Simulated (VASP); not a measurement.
# Li2Pd (P6/mmm) in VASP: vibrations by perturbation theory with LDA

Aim: the vibrations by perturbation theory of Li2Pd with LDA.

Program: VASP 6.6.1. These are calculated values, not measurements. Logs are shortened: lines on timing, memory, paths and dates and some standing lists are left out, and cuts for length are marked.

## 1. The cell of the first run

Symmetry: P6/mmm, No. 191, hexagonal system. Conventional cell: a = 4.121 Å, b = 4.121 Å, c = 2.629 Å, α = 90.00°, β = 90.00°, γ = 120.00°. Li (site symmetry -6m2) has 5 Li at 2.38 to 2.63 Å and 6 Pd at 2.72 Å within 3.1 Å. Pd (site symmetry 6/mmm) has 2 Pd at 2.63 Å and 12 Li at 2.72 Å within 3.5 Å.

## 2. Vibrations by perturbation theory, LDA

Input file INCAR:

```
SYSTEM = Li2Pd
PREC = Accurate
ENCUT = 520
EDIFF = 1E-8
ISMEAR = -1
SIGMA = 0.15
LREAL = .False.
LASPH = .True.
NELM = 100
ALGO = Fast
ISIF = 2
LWAVE = .False.
LCHARG = .False.
GGA = CA
NBANDS = 15
IBRION = 8
NSW = 1
```

Input file KPOINTS:

```
regular mesh
0
Gamma
  12 12 16
  0 0 0
```

Input file POSCAR:

```
Li2Pd
1.0
    4.1214713037      0.0000000000      0.0000000000
   -2.0607356518      3.5692988500      0.0000000000
    0.0000000000      0.0000000000      2.6291363814
Li Pd
2 1
Direct
    0.3333333333      0.6666666667      0.5000000000
    0.6666666667      0.3333333333      0.5000000000
    0.0000000000      0.0000000000      0.0000000000
```

Potentials or basis: VASP PAW LDA potentials, release 64 (Li_sv, Pd).

The run is started by

```sh
$ cat potpaw_LDA.64/Li_sv/POTCAR potpaw_LDA.64/Pd/POTCAR > POTCAR
$ mpirun -np 1 vasp_std > vasp.out
```

OUTCAR:

```text
SYSTEM = Li2Pd
   PREC = Accurate
   ENCUT = 520
   EDIFF = 1E-8
   ISMEAR = -1
   LREAL = .False.
   LASPH = .True.
   NELM = 100
   ISIF = 2
   GGA = CA
   IBRION = 8
   NSW = 1

 ion  position               nearest neighbor table
   1  0.333  0.667  0.500-   2 2.38   2 2.38   2 2.38   3 2.72   3 2.72   3 2.72   3 2.72   3 2.72
                             3 2.72
   2  0.667  0.333  0.500-   1 2.38   1 2.38   1 2.38   3 2.72   3 2.72   3 2.72   3 2.72   3 2.72
                             3 2.72
   3  0.000  0.000  0.000-   1 2.72   2 2.72   1 2.72   2 2.72   1 2.72   1 2.72   2 2.72   2 2.72
                             2 2.72   2 2.72   1 2.72   1 2.72

  LATTYP: Found a hexagonal cell.
 ALAT       =     4.1214713037
 C/A-ratio  =     0.6379120920

  Lattice vectors:

 A1 = (   4.1214713037,   0.0000000000,   0.0000000000)
 A2 = (  -2.0607356518,   3.5692988500,   0.0000000000)
 A3 = (   0.0000000000,   0.0000000000,   2.6291363814)

Analysis of symmetry for initial positions (statically):
=====================================================================
 Subroutine PRICEL returns:
 Original cell was already a primitive cell.

 Routine SETGRP: Setting up the symmetry group for a
 hexagonal supercell.

 Subroutine GETGRP returns: Found 24 space group operations
 (whereof 24 operations were pure point group operations)
 out of a pool of 24 trial point group operations.

The static configuration has the point symmetry D_6h.

Analysis of symmetry for dynamics (positions and initial velocities):
=====================================================================
 Subroutine PRICEL returns:
 Original cell was already a primitive cell.

 Routine SETGRP: Setting up the symmetry group for a
 hexagonal supercell.

 Subroutine GETGRP returns: Found 24 space group operations
 (whereof 24 operations were pure point group operations)
 out of a pool of 24 trial point group operations.

The dynamic configuration has the point symmetry D_6h.

 Subroutine INISYM returns: Found 24 space group operations
 (whereof 24 operations are pure point group operations),
 and found     1 'primitive' translations

----------------------------------------------------------------------------------------

                                     Primitive cell

  volume of cell :      38.6766

  direct lattice vectors                    reciprocal lattice vectors
     4.121471304  0.000000000  0.000000000     0.242631800  0.140083535  0.000000000
    -2.060735652  3.569298850  0.000000000     0.000000000  0.280167070  0.000000000
     0.000000000  0.000000000  2.629136381     0.000000000  0.000000000  0.380353034

  length of vectors
     4.121471304  4.121471304  2.629136381     0.280167070  0.280167070  0.380353034

  position of ions in fractional coordinates (direct lattice)
     0.333333333  0.666666667  0.500000000
     0.666666667  0.333333333  0.500000000
     0.000000000  0.000000000  0.000000000

  ion indices of the primitive-cell ions
   primitive index   ion index
                 1           1
                 2           2
                 3           3

----------------------------------------------------------------------------------------

 KPOINTS: regular mesh

Automatic generation of k-mesh.
 Grid dimensions read from file:
[... 105 lines left out ...]

 number of electron      16.0000002 magnetization

 Free energy of the ion-electron system (eV)
  ---------------------------------------------------
  ext. energy  EPLUGINS =         0.00000000
  ---------------------------------------------------
  free energy    TOTEN  =       -11.72894201 eV

  energy without entropy =      -11.67815953  energy(sigma->0) =      -11.70355077

 E-fermi :   5.1236     XC(G=0): -10.4866

 val. band max:        5.1058925325   @ k =   0.2500   0.1667   0.0625
 cond. band min:       5.1306978359   @ k =   0.3333  -0.0000   0.0000
 fundamental gap:      0.0248053033
 Fermi energy:         5.1235947574

 k-point     1 :       0.0000    0.0000    0.0000
  band No.  band energies     occupation
      1     -39.6859      2.00000
      2     -39.5500      2.00000
      3      -0.3127      2.00000
      4       1.0409      2.00000
      5       1.8699      2.00000
      6       1.8699      2.00000
      7       4.0212      1.99871
      8       4.0212      1.99871
      9       9.3336      0.00000
     10       9.3336      0.00000
     11      10.8890      0.00000
     12      10.8890      0.00000
     13      14.6898      0.00000
     14      16.2119      0.00000
[... 401 lines left out ...]
      2     -39.5774      2.00000
      3       0.2963      2.00000
      4       1.4294      2.00000
      5       2.1443      2.00000
      6       2.4725      2.00000
      7       3.7553      1.99978
      8       3.8213      1.99966
      9       5.3247      0.41478
     10       6.6565      0.00007
     11      12.5894      0.00000
     12      15.5020      0.00000
     13      16.4963      0.00000
     14      17.7927      0.00000
     15      20.1230      0.00000

 [... further k-points ...]
[... 5 lines left out ...]
  --------------------------------------------------------------------------------------
  -------------------------------------------------------------------------------------
  Total        0.0087081      0.0087081      0.0126283      0.0000000     -0.0000000      0.0000000
  in kB        0.3607317      0.3607317      0.5231269      0.0000000     -0.0000000      0.0000000
  external PRESSURE =       0.4148635 kB  Pullay stress =       0.0000000 kB

 VOLUME and BASIS-vectors are now :
 -----------------------------------------------------------------------------
  energy-cutoff  :      520.00
  volume of cell :       38.68
      direct lattice vectors                 reciprocal lattice vectors
     4.121471304  0.000000000  0.000000000     0.242631800  0.140083535  0.000000000
    -2.060735652  3.569298850  0.000000000     0.000000000  0.280167070  0.000000000
     0.000000000  0.000000000  2.629136381     0.000000000  0.000000000  0.380353034

 POSITION                                       TOTAL-FORCE (eV/Angst)
 -----------------------------------------------------------------------------------
     -0.00000      2.37953      1.31457        -0.000000      0.000000      0.000000
      2.06074      1.18977      1.31457         0.000000     -0.000000     -0.000000
      0.00000      0.00000      0.00000         0.000000      0.000000      0.000000
 -----------------------------------------------------------------------------------
    total drift:                                0.000000     -0.000000     -0.000000

  FREE ENERGIE OF THE ION-ELECTRON SYSTEM (eV)
  ---------------------------------------------------
  free  energy   TOTEN  =       -11.7289420129 eV

  energy  without entropy=      -11.6781595294  energy(sigma->0) =      -11.70355077

[... ionic steps 2 to 9 ...]

--------------------------------------- Ionic step       10  -------------------------------------------

------------------------ aborting loop because EDIFF is reached ----------------------------------------

[... ionic steps 11 to 11 ...]

--------------------------------------- Ionic step       12  -------------------------------------------

 Free energy of the ion-electron system (eV)
  ---------------------------------------------------
  ---------------------------------------------------
  free energy    TOTEN  =        -0.24066125 eV

  energy without entropy =       -0.24066126

------------------------ aborting loop because EDIFF is reached ----------------------------------------

 INTERNAL STRAIN TENSOR  FOR ION    3  DIRECTION 3   (eV/Angst):
 -----------------------------------------------------------------------------
     0.00854  0.00000  0.00000
     0.00000  0.00854 -0.00000
     0.00000  0.00000 -0.01247

 INTERNAL STRAIN TENSOR FOR ION    3 for displacements in x,y,z  (eV/Angst):
          X           Y           Z          XY          YZ          ZX
  --------------------------------------------------------------------------------
  x     0.00000     0.00000     0.00000     0.00000     0.00000     0.00000
  y     0.00000     0.00000     0.00000     0.00000     0.00000     0.00000
  z     0.00000     0.00000     0.00000     0.00000     0.00000     0.00000

 SECOND DERIVATIVES (NOT SYMMETRIZED)
 ------------------------------------
               1X          1Y          1Z          2X          2Y          2Z          3X          3Y          3Z
  1X    -3.889838   -0.000000    0.000000    2.397424    0.000000    0.000000    1.492414    0.000000    0.000000
  1Y    -0.000000   -3.889838    0.000000    0.000000    2.397424    0.000000    0.000000    1.492414    0.000000
  1Z    -0.000000    0.000000   -0.360263    0.000000    0.000000   -0.602284   -0.000000    0.000000    0.962547
  2X     2.397424    0.000000    0.000000   -3.889838   -0.000000    0.000000    1.492414    0.000000    0.000000
  2Y     0.000000    2.397424    0.000000   -0.000000   -3.889838    0.000000    0.000000    1.492414    0.000000
  2Z     0.000000    0.000000   -0.602284   -0.000000    0.000000   -0.360263   -0.000000    0.000000    0.962547
  3X     1.485672    0.000000    0.000000    1.485672    0.000000    0.000000   -2.971344   -0.000000    0.000000
  3Y     0.000000    1.485672    0.000000    0.000000    1.485672    0.000000   -0.000000   -2.971344    0.000000
  3Z     0.000000    0.000000    0.965456    0.000000    0.000000    0.965456    0.000000   -0.000000   -1.930911

 Eigenvectors and eigenvalues of the dynamical matrix
 ----------------------------------------------------

   1 f  =   14.805481 THz    93.025580 2PiTHz  493.857685 cm-1    61.230522 meV
             X         Y         Z           dx          dy          dz
     -0.000000  2.379533  1.314568    -0.361150   -0.607923   -0.000000
      2.060736  1.189766  1.314568     0.361150    0.607923    0.000000
      0.000000  0.000000  0.000000    -0.000000   -0.000000    0.000000
[... 43 lines left out ...]
   9 f/i=    2.904813 THz    18.251475 2PiTHz   96.894116 cm-1    12.013334 meV
             X         Y         Z           dx          dy          dz
     -0.000000  2.379533  1.314568    -0.000000    0.000000   -0.707107
      2.060736  1.189766  1.314568    -0.000000   -0.000000    0.707107
      0.000000  0.000000  0.000000    -0.000000   -0.000000    0.000000

--------------------------------------------------------------------------------------------------------

 ELASTIC MODULI CONTR FROM IONIC RELAXATION (kBar)
 Direction    XX          YY          ZZ          XY          YZ          ZX
 --------------------------------------------------------------------------------
 XX         -55.1114     55.1114      0.0000     -0.0000      0.0000      0.0000
 YY          55.1114    -55.1114     -0.0000     -0.0000      0.0000     -0.0000
 ZZ           0.0000     -0.0000     -0.0000      0.0000      0.0000     -0.0000
 XY          -0.0000     -0.0000      0.0000    -55.1114      0.0000      0.0000
 YZ           0.0000      0.0000      0.0000      0.0000      0.0000      0.0000
 ZX           0.0000     -0.0000     -0.0000      0.0000      0.0000      0.0000
 --------------------------------------------------------------------------------
```

It took 41 min on 1 thread of Oxide Virtual Turin-like, shared host; peak memory 0.78 GiB.

What came out:

```
Highest phonon frequency at Γ, LO-TO splitting left out : 494 cm⁻¹
Most unstable mode                                      : 97i cm⁻¹
```

Phonon frequencies in cm⁻¹ (negative: imaginary):
```tsv
q point	frequencies
(0.000, 0.000, 0.000)	-97 0 0 0 206 256 256 494 494
```

Caveat: the cutoff is under 1.25 times the usual one of these potentials, so pressure, stress and relaxed cells hold a basis-set (Pulay) error; some modes are imaginary.
